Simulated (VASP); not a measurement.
Crystal: SrVO3.

```
Sr V O
1.0
     3.84090    0.00000    0.00000
     0.00000    3.84090    0.00000
     0.00000    0.00000    3.84090
Sr V O
1 1 3
Cartesian
  1.9204 1.9204 1.9204
  0.0000 0.0000 0.0000
  0.0000 0.0000 1.9204
  0.0000 1.9204 0.0000
  1.9204 0.0000 0.0000
```

Base run:

| Quantity | Value |
| --- | --- |
| Program | VASP 6.6.1 |
| Functional | PBE |
| Potentials or basis | VASP PAW PBE potentials, release 64 (Sr_sv, V_sv, O) |
| Cutoff | 520 eV |
| k mesh | 6 × 6 × 6 |
| Occupations | fermi-dirac, width 0.1 eV |
| Spin | collinear spin, ferromagnetic start |
| Starting moments | [0.0, 2.0, 0.0, 0.0, 0.0] μB |

Its results: pressure 3.8 GPa; net moment 0.12 μB per cell.

Problem. The run is repeated on the same cell with these changes: k mesh from 6 × 6 × 6 to 12 × 12 × 12; occupations from fermi-dirac, width 0.1 eV to fermi-dirac, width 0.05 eV. What comes out?

Solution. Pressure 3.3 GPa; net moment 0.00 μB per cell.

Caveats: the cell stands under pressure; the moments typed at the start vanished in this run (at least some runs).
